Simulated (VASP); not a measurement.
# Mo in VASP: single point with PBE

Aim: the single point of Mo with PBE.

Program: VASP 6.6.1. These are calculated values, not measurements. Logs are shortened: lines on timing, memory, paths and dates and some standing lists are left out, and cuts for length are marked.

## (1) The cell of the first run

The cell holds a slab with vacuum, 4 atoms: a = 3.217 Å, b = 3.217 Å, c = 24.870 Å, α = 90.00°, β = 90.00°, γ = 90.00°.

## (2) Single point, PBE

Input file INCAR:

```
SYSTEM = Mo
PREC = Accurate
ENCUT = 400
EDIFF = 1E-6
ISMEAR = 1
SIGMA = 0.1
LREAL = .FALSE.
LASPH = .TRUE.
NELM = 120
ALGO = Normal
ISIF = 2
LWAVE = .FALSE.
LCHARG = .FALSE.
LDIPOL = .TRUE.
IDIPOL = 3
DIPOL = 0.5 0.5 0.651
GGA = PE
NBANDS = 36
GGA_COMPAT = .FALSE.
NELMDL = -8
```

Input file KPOINTS:

```
regular mesh
0
G
  10 10 1
  0 0 0
```

Input file POSCAR:

```
Mo
1.0
    3.2165956306      0.0000000000      0.0000000000
    0.0000000000      3.2165956306      0.0000000000
    0.0000000000      0.0000000000     24.8702485395
Mo
4
Direct
    0.0000000000      0.0000000000      0.5646743382
    0.5000000000      0.5000000000      0.6163659389
    0.0000000000      0.0000000000      0.6861767491
    0.5000000000      0.5000000000      0.7378668817
```

Potentials or basis: VASP PAW PBE potentials, release 64 (Mo_sv).

Launch:

```console
> cat potpaw_PBE.64/Mo_sv/POTCAR > POTCAR
> mpirun -np 1 vasp_std > vasp.out
```

OUTCAR:

```text
SYSTEM = Mo
   PREC = Accurate
   ENCUT = 400
   EDIFF = 1E-6
   ISMEAR = 1
   LREAL = .FALSE.
   LASPH = .TRUE.
   NELM = 120
   ISIF = 2
   GGA = PE
   NELMDL = -8

 ion  position               nearest neighbor table
   1  0.000  0.000  0.565-   2 2.61   2 2.61   2 2.61   2 2.61   3 3.02
   2  0.500  0.500  0.616-   1 2.61   1 2.61   1 2.61   1 2.61   3 2.86   3 2.86   3 2.86   3 2.86
                             4 3.02
   3  0.000  0.000  0.686-   4 2.61   4 2.61   4 2.61   4 2.61   2 2.86   2 2.86   2 2.86   2 2.86
                             1 3.02
   4  0.500  0.500  0.738-   3 2.61   3 2.61   3 2.61   3 2.61   2 3.02

  LATTYP: Found a simple tetragonal cell.
 ALAT       =     3.2165956306
 C/A-ratio  =     7.7318542321

  Lattice vectors:

 A1 = (   3.2165956306,   0.0000000000,   0.0000000000)
 A2 = (   0.0000000000,   3.2165956306,   0.0000000000)
 A3 = (   0.0000000000,   0.0000000000,  24.8702485395)

Analysis of symmetry for initial positions (statically):
=====================================================================
 Subroutine PRICEL returns:
 Original cell was already a primitive cell.

 Routine SETGRP: Setting up the symmetry group for a
 simple tetragonal supercell.

 Subroutine GETGRP returns: Found 16 space group operations
 (whereof  8 operations were pure point group operations)
 out of a pool of 16 trial point group operations.

The static configuration has the point symmetry C_4v.
 The point group associated with its full space group is D_4h.

Analysis of symmetry for dynamics (positions and initial velocities):
=====================================================================
 Subroutine PRICEL returns:
 Original cell was already a primitive cell.

 Routine SETGRP: Setting up the symmetry group for a
 simple tetragonal supercell.

 Subroutine GETGRP returns: Found 16 space group operations
 (whereof  8 operations were pure point group operations)
 out of a pool of 16 trial point group operations.

The dynamic configuration has the point symmetry C_4v.
 The point group associated with its full space group is D_4h.

 Subroutine INISYM returns: Found 16 space group operations
 (whereof  8 operations are pure point group operations),
 and found     1 'primitive' translations

----------------------------------------------------------------------------------------
[... 98 lines left out ...]
   NFREE  =      0    steps in history (QN), initial steepest desc. (CG)
   ISIF   =      2    stress and relaxation
   ISYM   =      2    0-nonsym 1-usesym 2-fastsym
   POTIM  = 0.5000    time-step for ionic-motion
   TEBEG  =    0.0;   TEEND  =   0.0 temperature during run
   PSTRESS=    0.0 pullay stress
   NELECT =      56.0000    total number of electrons
   NUPDOWN=      -1.0000    fix difference up-down
   EMIN   =  10.00;   EMAX   =-10.00  energy-range for DOS
   EFERMI =   0.00;   METHOD = LEGACY
   ISMEAR =     1;   SIGMA  =   0.10  broadening in eV -4-tet -1-fermi 0-gaus
   EFERMI_NEDOS =   21; number of points for ismear=-14 and -15
   IALGO  =     38    algorithm
   IMIX   =      4    mixing-type and parameters
     AMIX     =   0.40;   BMIX     =  1.00
     AMIX_MAG =   1.60;   BMIX_MAG =  1.00
  volume/ion in A,a.u.               =      64.33       434.12
  Fermi-wavevector in a.u.,A,eV,Ry     =   0.984721  1.860853 13.193233  0.969675
  Thomas-Fermi vector in A             =   2.115975
   LORBIT       =      0    0 simple, 1 ext, 2 COOP (PROOUT), +10 PAW based schemes
   GGA     = PE    functional components
   LHFCALC =     F    Hartree Fock is set to
   AEXX    =    0.0000 exact exchange contribution
   IVDW    =     0    specifies the selected vdW correction
   LEPSILON=     F    determine dielectric tensor
   LRPA    =     F    only Hartree local field effects (RPA)
 non-spin polarized calculation
 Methfessel and Paxton  Order N= 1 SIGMA  =   0.10
  energy-cutoff  :      400.00
  volume of cell :      257.32
 maximum number of plane-waves:      4737
 NGX is ok and might be reduce to    24
   NGX = 11   NGY = 11   NGZ = 81

 dipolmoment           0.000000      0.000000     -0.000003 electrons x Angstroem

 number of electron      56.0000008 magnetization

 dipolmoment           0.000000      0.000000      0.000420 electrons x Angstroem

 Free energy of the ion-electron system (eV)
  ---------------------------------------------------
  ext. energy  EPLUGINS =         0.00000000
  ---------------------------------------------------
  free energy    TOTEN  =       -39.64246685 eV

  energy without entropy =      -39.63962994  energy(sigma->0) =      -39.64152121

 E-fermi :   0.1129     XC(G=0):  -4.1683

 val. band max:        0.1032419525   @ k =   0.5000   0.2000   0.0000
 cond. band min:       0.1148949198   @ k =   0.0000   0.0000   0.0000
 fundamental gap:      0.0116529674
 Fermi energy:         0.1128839346

 k-point     1 :       0.0000    0.0000    0.0000
  band No.  band energies     occupation
      1     -60.7791      2.00000
      2     -60.6635      2.00000
      3     -60.2837      2.00000
      4     -60.2689      2.00000
      5     -35.0446      2.00000
      6     -35.0446      2.00000
[... 808 lines left out ...]
     35       2.8023      0.00000
     36       2.8058      0.00000

------------------------ aborting loop because EDIFF is reached ----------------------------------------

 vacuum level on the upper side and lower side of the slab       (xc-potential included)        -0.003        -0.010

  FORCE on cell =-STRESS in cart. coord.  units (eV):
  Direction    XX          YY          ZZ          XY          YZ          ZX
  --------------------------------------------------------------------------------------
  -------------------------------------------------------------------------------------
  Total       -4.5841477     -4.5841477     -0.2598189      0.0000000     -0.0000000      0.0000000
  in kB      -28.5427705    -28.5427705     -1.6177383      0.0000000     -0.0000000      0.0000000
  external PRESSURE =     -19.5677598 kB  Pullay stress =       0.0000000 kB

 VOLUME and BASIS-vectors are now :
 -----------------------------------------------------------------------------
  energy-cutoff  :      400.00
  volume of cell :      257.32
      direct lattice vectors                 reciprocal lattice vectors
     3.216595631  0.000000000  0.000000000     0.310887695  0.000000000  0.000000000
     0.000000000  3.216595631  0.000000000     0.000000000  0.310887695  0.000000000
     0.000000000  0.000000000 24.870248540     0.000000000  0.000000000  0.040208685

 POSITION                                       TOTAL-FORCE (eV/Angst)
 -----------------------------------------------------------------------------------
      0.00000      0.00000     14.04359         0.000000      0.000000     -0.040139
      1.60830      1.60830     15.32917         0.000000      0.000000      0.013354
      0.00000      0.00000     17.06539         0.000000     -0.000000     -0.013354
      1.60830      1.60830     18.35093         0.000000     -0.000000      0.040139
 -----------------------------------------------------------------------------------
    total drift:                                0.000000      0.000000      0.124280

  FREE ENERGIE OF THE ION-ELECTRON SYSTEM (eV)
  ---------------------------------------------------
  free  energy   TOTEN  =       -39.6424668466 eV

  energy  without entropy=      -39.6396299399  energy(sigma->0) =      -39.64152121

 vacuum level on the upper side and lower side of the slab         3.995         3.988
```

OSZICAR:

```text
N       E                     dE             d eps       ncg     rms          rms(c)
DAV:   1     0.419421170118E+03    0.41942E+03   -0.32455E+04  2152   0.109E+03
DAV:   2    -0.266100458804E+02   -0.44603E+03   -0.43734E+03  1828   0.349E+02
DAV:   3    -0.427638938215E+02   -0.16154E+02   -0.15402E+02  1808   0.557E+01
[... 18 lines left out ...]
DAV:  22    -0.396424051973E+02   -0.62401E-04   -0.14327E-05  1608   0.265E-02    0.715E-03
DAV:  23    -0.396424433091E+02   -0.38112E-04   -0.39007E-06  1332   0.988E-03    0.275E-03
DAV:  24    -0.396424590563E+02   -0.15747E-04   -0.87574E-07  1164   0.341E-03    0.718E-04
DAV:  25    -0.396424648288E+02   -0.57725E-05   -0.29742E-07  1076   0.172E-03    0.394E-04
DAV:  26    -0.396424664396E+02   -0.16108E-05   -0.86575E-08  1008   0.872E-04    0.297E-04
DAV:  27    -0.396424668466E+02   -0.40705E-06   -0.19264E-08   904   0.463E-04
   1 F= -.39642467E+02 E0= -.39641521E+02  d E =-.283691E-02
```

Wall time 4.5 min (1 thread of Intel Xeon 8259CL, shared host); peak memory 0.34 GiB.

What came out:

* Free energy: -39.6425 eV
* Largest force: 0.040 eV/Å
* Band gap on the k mesh: zero (bands 28 and 29 overlap by 1.39 eV)

Forces on the atoms (eV/Å):
```
Mo   0.000  0.000 -0.040
Mo   0.000  0.000  0.013
Mo   0.000  0.000 -0.013
Mo   0.000  0.000  0.040
```
